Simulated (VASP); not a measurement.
# TiO2: single point with PBE

Crystal: TiO2.

```
Ti O
1.0
     4.64306   -0.02322    0.00000
    -0.02322    4.64306    0.00000
     0.00000    0.00000    2.96402
Ti O
2 4
Direct
  0.00000 0.00000 0.00000
  0.50000 0.50000 0.50000
  0.30511 0.30511 0.00000
  0.19489 0.80511 0.50000
  0.69489 0.69489 0.00000
  0.80511 0.19489 0.50000
```

This cell differs from its parent crystal: strain -0.0100 x Voigt [0, 0, 0, 0, 0, 1].

- Program: VASP 6.6.1
- Task: single point
- Functional: PBE
- Potentials or basis: VASP PAW PBE potentials, release 64 (Ti_sv, O)
- Cutoff: 520 eV
- k mesh: 6 × 6 × 10
- Occupations: gaussian, width 0.05 eV
- Spin: no spin polarisation

```
Pressure               : 0.7 GPa
Largest force          : 0.034 eV/Å
Band gap on the k mesh : 1.83 eV
```

Forces in eV/Å, atoms in the order of the input:
```
Ti   0.000  0.000  0.000
Ti   0.000  0.000  0.000
O   -0.012 -0.012  0.000
O    0.024 -0.024  0.000
O    0.012  0.012  0.000
O   -0.024  0.024  0.000
```

Stress tensor (GPa, compression positive):
```
0.60 2.14 0.00
2.14 0.60 0.00
0.00 0.00 0.89
```

Levels at points of the mesh, in eV from the valence-band top:
```tsv
k point	band 22	band 23	band 24	band 25	band 26	band 27
(0.00, 0.00, 0.00)	-0.45	-0.41	0.00	1.83	2.12	2.39
(0.50, 0.00, 0.00)	-1.50	-0.71	-0.71	2.48	2.48	2.92
(0.50, 0.50, 0.00)	-1.19	-1.04	-1.04	1.85	1.88	2.47
(0.00, 0.00, 0.50)	-2.20	-1.45	-1.35	2.85	2.91	3.11
(0.50, 0.00, 0.50)	-1.94	-1.01	-0.96	1.88	1.88	3.13
(0.50, 0.50, 0.50)	-1.15	-0.68	-0.66	2.49	2.58	3.14
```

Wall time 4.2 min on 1 thread of Intel Xeon 8259CL, with other jobs on the host, peak memory 0.26 GiB.

Caveat: the cell differs from its parent crystal (strain -0.0100 x Voigt [0, 0, 0, 0, 0, 1]). A k mesh can miss the band edges.
